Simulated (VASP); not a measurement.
# AlCu3 (Fm-3m) in VASP: further runs, part 2 of 2

VASP 6.6.1. Earlier steps stand in the parts before.

### Step 3. Vibrations by perturbation theory, PBEsol (phonons at volume x 0.98)

The input, INCAR:

```
PREC = Accurate
ENCUT = 520
EDIFF = 1E-8
ISMEAR = -1
SIGMA = 0.15
LREAL = F
LASPH = T
NELM = 60
ALGO = Fast
ISIF = 2
LWAVE = F
LCHARG = F
GGA = PS
IBRION = 8
NSW = 1
```

The input, KPOINTS:

```
regular mesh
0
Gamma
  12 12 12
```

The input, POSCAR:

```
AlCu3
1.0
    0.0000000000      2.8647053785      2.8647053785
    2.8647053785      0.0000000000      2.8647053785
    2.8647053785      2.8647053785      0.0000000000
Al Cu
1 3
Direct
    0.0000000000      0.0000000000      0.0000000000
    0.5000000000      0.5000000000      0.5000000000
    0.2500000000      0.2500000000      0.2500000000
    0.7500000000      0.7500000000      0.7500000000
```

Potentials or basis: VASP PAW PBE potentials, release 64 (Al, Cu).

Launch:

```sh
> cat potpaw_PBE.64/Al/POTCAR potpaw_PBE.64/Cu/POTCAR > POTCAR
> mpirun -np 1 vasp_std > vasp.out
```

OUTCAR:

```text
PREC = Accurate
   ENCUT = 520
   EDIFF = 1E-8
   ISMEAR = -1
   LREAL = F
   LASPH = T
   NELM = 60
   ISIF = 2
   GGA = PS
   IBRION = 8
   NSW = 1

 ion  position               nearest neighbor table
   1  0.000  0.000  0.000-   4 2.48   4 2.48   4 2.48   3 2.48   4 2.48   3 2.48   3 2.48   3 2.48
                             2 2.86   2 2.86   2 2.86   2 2.86   2 2.86   2 2.86
   2  0.500  0.500  0.500-   3 2.48   3 2.48   3 2.48   3 2.48   4 2.48   4 2.48   4 2.48   4 2.48
                             1 2.86   1 2.86   1 2.86   1 2.86   1 2.86   1 2.86
   3  0.250  0.250  0.250-   1 2.48   1 2.48   1 2.48   1 2.48   2 2.48   2 2.48   2 2.48   2 2.48

   4  0.750  0.750  0.750-   2 2.48   2 2.48   2 2.48   1 2.48   2 2.48   1 2.48   1 2.48   1 2.48

  LATTYP: Found a face centered cubic cell.
 ALAT       =     5.7294107570

  Lattice vectors:

 A1 = (   0.0000000000,   2.8647053785,   2.8647053785)
 A2 = (   2.8647053785,   0.0000000000,   2.8647053785)
 A3 = (   2.8647053785,   2.8647053785,   0.0000000000)

Analysis of symmetry for initial positions (statically):
=====================================================================
 Subroutine PRICEL returns:
 Original cell was already a primitive cell.

 Routine SETGRP: Setting up the symmetry group for a
 face centered cubic supercell.

 Subroutine GETGRP returns: Found 48 space group operations
 (whereof 48 operations were pure point group operations)
[... 823 lines left out ...]

------------------------ aborting loop because EDIFF is reached ----------------------------------------

 INTERNAL STRAIN TENSOR  FOR ION    3  DIRECTION 1   (eV/Angst):
 -----------------------------------------------------------------------------
    -0.00385  0.00000  0.00000
     0.00000  0.00417  0.08162
     0.00000  0.08162  0.00417

 INTERNAL STRAIN TENSOR FOR ION    4 for displacements in x,y,z  (eV/Angst):
          X           Y           Z          XY          YZ          ZX
  --------------------------------------------------------------------------------
  x     0.00000     0.00000     0.00000     0.00000    -0.08162     0.00000
  y     0.00000    -0.00000     0.00000     0.00000     0.00000    -0.08162
  z     0.00000     0.00000     0.00000    -0.08162     0.00000     0.00000

 SECOND DERIVATIVES (NOT SYMMETRIZED)
 ------------------------------------
               1X          1Y          1Z          2X          2Y          2Z          3X          3Y          3Z          4X          4Y          4Z
  1X    -7.892273    0.000000    0.000000    0.696025    0.000000    0.000000    3.598124    0.000000    0.000000    3.598124    0.000000    0.000000
  1Y     0.000000   -7.892273    0.000000    0.000000    0.696025    0.000000    0.000000    3.598124    0.000000    0.000000    3.598124    0.000000
  1Z     0.000000    0.000000   -7.892273    0.000000    0.000000    0.696025    0.000000    0.000000    3.598124    0.000000    0.000000    3.598124
  2X     0.698202    0.000000    0.000000   -6.970111    0.000000    0.000000    3.135954    0.000000    0.000000    3.135954    0.000000    0.000000
  2Y     0.000000    0.698202    0.000000    0.000000   -6.970111    0.000000    0.000000    3.135954    0.000000    0.000000    3.135954    0.000000
  2Z     0.000000    0.000000    0.698202    0.000000    0.000000   -6.970111    0.000000    0.000000    3.135954    0.000000    0.000000    3.135954
  3X     3.599778    0.000000    0.000000    3.137682    0.000000    0.000000   -6.809569    0.000000    0.000000    0.072109    0.000000    0.000000
  3Y     0.000000    3.599778    0.000000    0.000000    3.137682    0.000000    0.000000   -6.809569    0.000000    0.000000    0.072109    0.000000
  3Z     0.000000    0.000000    3.599778    0.000000    0.000000    3.137682    0.000000    0.000000   -6.809569    0.000000    0.000000    0.072109
  4X     3.599778    0.000000    0.000000    3.137682    0.000000    0.000000    0.072109    0.000000    0.000000   -6.809569    0.000000    0.000000
  4Y     0.000000    3.599778    0.000000    0.000000    3.137682    0.000000    0.000000    0.072109    0.000000    0.000000   -6.809569    0.000000
  4Z     0.000000    0.000000    3.599778    0.000000    0.000000    3.137682    0.000000    0.000000    0.072109    0.000000    0.000000   -6.809569

 Eigenvectors and eigenvalues of the dynamical matrix
 ----------------------------------------------------

   1 f  =    9.310220 THz    58.497835 2PiTHz  310.555497 cm-1    38.503957 meV
             X         Y         Z           dx          dy          dz
      0.000000  0.000000  0.000000    -0.683330    0.564560    0.000000
      2.864705  2.864705  2.864705    -0.053591    0.044277   -0.000000
      1.432353  1.432353  1.432353     0.249510   -0.206142    0.000000
      4.297058  4.297058  4.297058     0.249510   -0.206142    0.000000
[... 71 lines left out ...]
  12 f/i=    0.001094 THz     0.006873 2PiTHz    0.036490 cm-1     0.004524 meV
             X         Y         Z           dx          dy          dz
      0.000000  0.000000  0.000000    -0.061982   -0.343026    0.050424
      2.864705  2.864705  2.864705    -0.095100   -0.526311    0.077367
      1.432353  1.432353  1.432353    -0.095088   -0.526244    0.077357
      4.297058  4.297058  4.297058    -0.095088   -0.526244    0.077357

--------------------------------------------------------------------------------------------------------

 ELASTIC MODULI CONTR FROM IONIC RELAXATION (kBar)
 Direction    XX          YY          ZZ          XY          YZ          ZX
 --------------------------------------------------------------------------------
 XX          -0.0000      0.0000     -0.0000      0.0000      0.0000      0.0000
 YY           0.0000     -0.0000      0.0000     -0.0000     -0.0000     -0.0000
 ZZ          -0.0000      0.0000     -0.0000      0.0000      0.0000      0.0000
 XY           0.0000     -0.0000      0.0000     -0.0660     -0.0000     -0.0000
 YZ           0.0000     -0.0000      0.0000     -0.0000     -0.0660     -0.0000
 ZX           0.0000     -0.0000      0.0000     -0.0000     -0.0000     -0.0660
 --------------------------------------------------------------------------------
```

OSZICAR:

```text
N       E                     dE             d eps       ncg     rms          rms(c)
DAV:   1     0.250257940243E+03    0.25026E+03   -0.16066E+04  3200   0.259E+03
[... 69 lines left out ...]
RMM:   9    -0.242740826889E+00    0.77781E-05   -0.12827E-08 18843   0.110E-03    0.986E-05
RMM:  10    -0.242740508325E+00    0.31856E-06    0.36701E-10 16475   0.498E-04    0.643E-05
RMM:  11    -0.242740367977E+00    0.14035E-06   -0.83104E-09 17627   0.324E-04    0.350E-05
RMM:  12    -0.242740160912E+00    0.20707E-06   -0.37373E-09 20164   0.205E-04    0.175E-05
RMM:  13    -0.242739971903E+00    0.18901E-06   -0.62336E-09 19147   0.171E-04    0.423E-06
RMM:  14    -0.242739952330E+00    0.19574E-07   -0.46815E-09 22018   0.159E-04    0.387E-06
RMM:  15    -0.242739957969E+00   -0.56391E-08   -0.47578E-09 21677   0.156E-04    0.148E-06
 Linear response finished
```

It took 14 min on 1 thread of Intel Xeon 6975P-C, shared host; peak memory 0.67 GiB.

Results:

* Highest phonon frequency at Γ, LO-TO splitting left out: 311 cm⁻¹

Phonon frequencies in cm⁻¹ (negative: imaginary):
```csv
q point,frequencies
"(0.000, 0.000, 0.000)",0 0 0 172 172 172 204 204 204 311 311 311
```

Caveat: the cell differs from its parent crystal (phonons at volume x 0.98); the cell wasn't relaxed at this level first, which shifts response properties.
